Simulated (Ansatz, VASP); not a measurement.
One calculation of Fe, two programs

File INCAR:

```
SYSTEM = Fe
ALGO = Normal
EDIFF = 1E-6
ENCUT = 600
GGA = RE
GGA_COMPAT = .False.
ISIF = 2
ISMEAR = -1
LASPH = .True.
LCHARG = .False.
LREAL = .False.
LWAVE = .False.
NBANDS = 14
NELM = 120
PREC = Accurate
SIGMA = 0.1
```

Contents of KPOINTS:

```
k-points
0
Gamma
  15 15 15
  0 0 0
```

The input POSCAR:

```
Fe
1.0
    2.2518618490      0.0000000000      0.0000000000
    0.0000000000      2.2518618490      0.0000000000
    0.0000000000      0.0000000000      2.2518618490
Fe
1
Direct
    0.0000000000      0.0000000000      0.0000000000
```

Input for Ansatz:

```yaml
crystal:
  lattice:
    - [2.251861849, 0.0, 0.0]
    - [0.0, 2.251861849, 0.0]
    - [0.0, 0.0, 2.251861849]
  atoms:
    - { symbol: Fe, position: [0.0, 0.0, 0.0] }
hamiltonian:
  xc: revpbe
  pseudopotentials:
    kind: paw
    azcp:
      Fe: "pseudopotentials/Fe.paw.azcp"
basis:
  ecutwfc: 420
  fft_grid_basis: typed
kpoints:
  mp_grid: { grid: [15, 15, 15], shift: [0, 0, 0] }
magnetization:
  spin_polarized: false
scf:
  occupations: { method: fermi_dirac, width: 0.1 }
  lower_state_search: "off"
output:
  stress: true
  write_density: true
  write_potential: true
  elf: true
  volumetric_format: npy
```

Alike in both runs: task single point; functional revPBE; k mesh 15 × 15 × 15; occupations fermi-dirac, width 0.1 eV; no spin polarisation.

|  | VASP | Ansatz |
| --- | --- | --- |
| version | VASP 6.6.1 | Ansatz 0.2.0 |
| potentials or method | VASP PAW PBE potentials, release 64 (Fe_sv), cutoff 600 eV | plane waves (420 eV) with PAW, scalar-relativistic |
| valence electrons in the cell | 16 | 16 |

VASP gave:

```
pressure (GPa) : 5.2
```

Problem. What did Ansatz give for the same quantities?

Solution. Pressure (GPa): 8.6.

VASP's potentials were made for PBE, not for revPBE. The functional is the same, so the differences come from potentials, cutoffs and numerics.
